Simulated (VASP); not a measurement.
Wanted: the native input for a VASP 6.6.1 run.

| Property | Result |
| --- | --- |
| Task | relaxation of cell and atoms |
| Functional | PBE |
| Potentials or basis | VASP PAW PBE potentials, release 64 (W_sv, Br, F) |
| Cutoff | 600 eV |
| k mesh | 6 × 6 × 4 |
| Occupations | gaussian, width 0.1 eV |
| Spin | collinear spin |
| Starting moments | [1.4, 0.0, 0.0, 0.0, 0.0] μB |
| Dipole correction | no |
| Further INCAR settings | ALGO = Normal; EDIFF = 1e-06; IBRION = 2; EDIFFG = -0.04; NSW = 90; ISIF = 3 |

The structure of WBr2F2 lies in POSCAR:

```
WBr2F2
1.0
    4.3887321912      0.0000000000      0.0000000000
   -2.1943660956      3.8007535680      0.0000000000
    0.0000000000      0.0000000000      5.2521792154
W Br F
1 2 2
Direct
    0.6666666667      0.3333333333      0.0000000000
    0.6666666667      0.3333333333      0.5000000000
    0.3333333333      0.6666666667      0.0000000000
    0.0000000000      0.0000000000      0.7850445772
    0.0000000000      0.0000000000      0.2149554228
```

The cell was generated, and may not be a known phase.

One way to write it, as run:

INCAR

```
SYSTEM = WBr2F2
PREC = Accurate
ENCUT = 600
EDIFF = 1E-6
ISMEAR = 0
SIGMA = 0.1
LREAL = .FALSE.
LASPH = .TRUE.
NELM = 150
ALGO = Normal
ISIF = 3
LWAVE = .FALSE.
LCHARG = .FALSE.
ISPIN = 2
MAGMOM = 1.4 0 0 0 0
LORBIT = 11
LMAXMIX = 4
GGA = PE
IBRION = 2
NSW = 90
EDIFFG = -0.04
```

KPOINTS

```
Automatic mesh
0
G
  6 6 4
  0 0 0
```

Potentials or basis: VASP PAW PBE potentials, release 64 (W_sv, Br, F).

Command:

```sh
$ cat potpaw_PBE.64/W_sv/POTCAR potpaw_PBE.64/Br/POTCAR potpaw_PBE.64/F/POTCAR > POTCAR
$ mpirun -np 1 vasp_std > vasp.out
```

Results of the run:

```json
{"Relaxed volume": "17.43 Å³/atom", "Relaxed cell": "a = 4.379 Å, b = 4.379 Å, c = 5.247 Å, α = 90.00°, β = 90.00°, γ = 120.00°", "Space group after relaxing (to 0.1 Å)": "P-6m2 (No. 187)", "Energy gained by relaxing": "0.1 meV/atom", "Ionic steps": "2", "Pressure after relaxing": "0.1 GPa", "Largest force after relaxing": "0.025 eV/Å", "Net moment": "1.95 μB per cell", "Site moments": "W +1.59; Br -0.00, -0.01; F +0.04 μB", "Valence electrons inside the program's atomic spheres": "W 11.55; Br 4.83, 4.89; F 6.01"}
```

Run time: 6.1 min on 1 thread of Intel Xeon 8259CL, with other jobs on the host, peak memory 0.32 GiB.
